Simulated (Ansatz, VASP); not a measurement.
# Two plane-wave programs on Pt

```
CELL_PARAMETERS angstrom
-0.09734 1.93703 1.93703
1.93703 -0.09734 1.93703
1.93703 1.93703 -0.09734
ATOMIC_POSITIONS crystal
Pt 0.00000 0.00000 0.00000
```

Change from the starting cell: equal engineering shear yz, xz and xy -0.0500, equal normal strain along x, y and z +0.0200.

Alike in both runs: task single point; functional LDA; k mesh 20 × 20 × 20; occupations gaussian, width 0.15 eV; no spin polarisation.

```csv
,VASP,Ansatz
version,VASP 6.6.1,Ansatz 0.2.0
potentials or method,"VASP PAW LDA potentials, release 64 (Pt), cutoff 520 eV","scalar-relativistic, plane waves, PAW"
valence electrons in the cell,10,18
```

```csv
,VASP,Ansatz,Ansatz less VASP
gap on the k mesh at the Fermi level (eV),none,none,-
pressure (GPa),-13.1,-13.7,-0.61
"traceless stress, the component that is largest in VASP (GPa)",3.11,3.02,-0.094
```

Ansatz warns that its potentials were made for another functional, while VASP's fit it. LDA's correlation is that of Perdew and Zunger in VASP and of Perdew and Wang (1992) in Ansatz. A gap of «none» marks a metal or a gap that the smearing closes. VASP's potentials hold 10 valence electrons a cell and Ansatz's 18, so a difference there can come from the potentials and not from the codes.

Spin-orbit coupling is off throughout.
